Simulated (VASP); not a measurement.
# NaAl: relaxation of cell and atoms with PBE

NaAl:

```
Na Al
1.0
     0.00000    2.62810    2.62810
     2.62810    0.00000    2.62810
     2.62810    2.62810    0.00000
Na Al
1 1
Direct
  0.00000 0.00000 0.00000
  0.50000 0.50000 0.50000
```

| Item | Value |
| --- | --- |
| Program | VASP 6.6.1 |
| Task | relaxation of cell and atoms |
| Functional | PBE |
| Potentials or basis | VASP PAW PBE potentials, release 64 (Na_sv, Al) |
| Cutoff | 970 eV |
| k mesh | 6 × 6 × 6 |
| Occupations | gaussian, width 0.1 eV |
| Spin | no spin polarisation |
| Dipole correction | no |
| Mended | yes |
| Further INCAR settings | ALGO = Normal; EDIFF = 1e-07; IBRION = 2; EDIFFG = -0.04; NSW = 90; ISIF = 3 |

```yaml
Relaxed_volume: 28.62 Å³/atom
Relaxed_cell: a = 4.326 Å, b = 4.326 Å, c = 4.326 Å, α = 60.00°, β = 60.00°, γ = 60.00°
Space_group_after_relaxing_to_0.1_Å: Fm-3m (No. 225)
Energy_gained_by_relaxing: 458.8 meV/atom
Ionic_steps: 4
Pressure_after_relaxing: 0.1 GPa
Band_gap_on_the_k_mesh: zero (bands 6 and 7 overlap by 4.20 eV)
```

The path:
| step | energy change (eV) | largest force (eV/Å) | pressure (GPa) | volume (Å³) |
| --- | --- | --- | --- | --- |
| 1 | 0.0000 | 0.0000 | 20.06 | 36.30 |
| 2 | -0.8345 | 0.0000 | 3.75 | 49.60 |
| 3 | -0.9095 | 0.0000 | 1.04 | 54.82 |
| 4 | -0.9176 | 0.0000 | 0.05 | 57.23 |

Final structure:
```
CELL_PARAMETERS angstrom
0.00000 3.05874 3.05874
3.05874 0.00000 3.05874
3.05874 3.05874 0.00000
ATOMIC_POSITIONS crystal
Na 0.00000 0.00000 0.00000
Al 0.50000 0.50000 0.50000
```

Levels at points of the mesh, in eV from the Fermi level:
```tsv
k point	band 3	band 4	band 5	band 6	band 7	band 8	band 9	band 10
(0.00, 0.00, 0.00)	-24.20	-24.20	-6.33	3.37	3.37	3.37	6.07	6.07
(0.50, 0.00, 0.00)	-24.20	-24.20	-4.41	-2.15	2.52	2.52	4.84	5.75
(0.50, 0.50, 0.00)	-24.21	-24.21	-3.74	-1.61	1.15	1.15	3.17	3.35
```

Run time: 22 s on 1 thread of Intel(R) Xeon(R) 6975P-C (Granite Rapids) (shared host), peak memory 0.24 GiB.

Caveat: the volume moved by over 15 % at a fixed basis, so the end points are rough.
